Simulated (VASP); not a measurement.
# PbF2: vibrations by perturbation theory with LDA

Crystal: PbF2.

```
Pb F
1.0
     0.00000    2.73334    2.73334
     2.73334    0.00000    2.73334
     2.73334    2.73334    0.00000
Pb F
1 2
Direct
  0.00000 0.00000 0.00000
  0.25000 0.25000 0.25000
  0.75000 0.75000 0.75000
```

```
Program                : VASP 6.6.1
Task                   : vibrations by perturbation theory
Functional             : LDA
Potentials or basis    : VASP PAW LDA potentials, release 64 (Pb_d, F)
Cutoff                 : 520 eV
k mesh                 : 8 × 8 × 8
Occupations            : gaussian, width 0.01 eV
Spin                   : no spin polarisation
Dipole correction      : no
Further INCAR settings : ALGO = Normal; EDIFF = 1e-08; NBANDS = 21; IBRION = 8; NSW = 1
```

* Electronic dielectric tensor (diagonal): 3.70
* Born charges (mean of the diagonal): Pb +3.45; F -1.72 e
* Highest phonon frequency at Γ, LO-TO splitting left out: 356 cm⁻¹

Phonon frequencies in cm⁻¹ (negative: imaginary):
```csv
q point,frequencies
"(0.000, 0.000, 0.000)",0 0 0 232 232 232 356 356 356
```

Electronic dielectric tensor:
```
3.70 0.00 0.00
0.00 3.70 0.00
0.00 0.00 3.70
```

Born effective charge tensors (e):
atom 1, Pb
```
3.45 0.00 0.00
0.00 3.45 0.00
0.00 0.00 3.45
```
atom 2, F
```
-1.72  0.00  0.00
 0.00 -1.72  0.00
 0.00  0.00 -1.72
```
atom 3, F
```
-1.72  0.00  0.00
 0.00 -1.72  0.00
 0.00  0.00 -1.72
```

Run time: 6 min on 1 thread of Intel(R) Xeon(R) Platinum 8488C (Sapphire Rapids) (shared host), peak memory 0.37 GiB.

Caveat: the cell stands under pressure or tension, which shifts response properties.
